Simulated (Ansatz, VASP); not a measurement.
# One calculation of Te, two programs

```xyz
2
Lattice="0.0000 3.5001 3.5001 3.5001 0.0000 3.5001 3.5001 3.5001 0.0000" Properties=species:S:1:pos:R:3 pbc="T T T"
Te    0.8750    0.8750    0.8750
Te    6.1252    6.1252    6.1252
```

Alike in both runs: functional LDA; k mesh 8 × 8 × 8; occupations fermi-dirac, width 0.1 eV; no spin polarisation.

Ansatz relaxed the structure, and its values are those at the end. VASP's run is a single point on that final structure, the one shown.

|  | VASP | Ansatz |
| --- | --- | --- |
| version | VASP 6.6.1 | Ansatz 0.2.0 |
| potentials or method | VASP PAW LDA potentials, release 64 (Te), cutoff 520 eV | plane waves (420 eV) with PAW, scalar-relativistic |
| valence electrons in the cell | 12 | 32 |

|  | VASP | Ansatz | Ansatz less VASP |
| --- | --- | --- | --- |
| pressure (GPa) | 0.1 | 0.0 | -0.06 |

Ansatz warns that its potentials were made for another functional, while VASP's fit it. LDA's correlation is that of Perdew and Zunger in VASP and of Perdew and Wang (1992) in Ansatz. VASP's potentials hold 12 valence electrons a cell and Ansatz's 32, so a difference there can come from the potentials and not from the codes.

Neither program's run includes spin-orbit coupling.
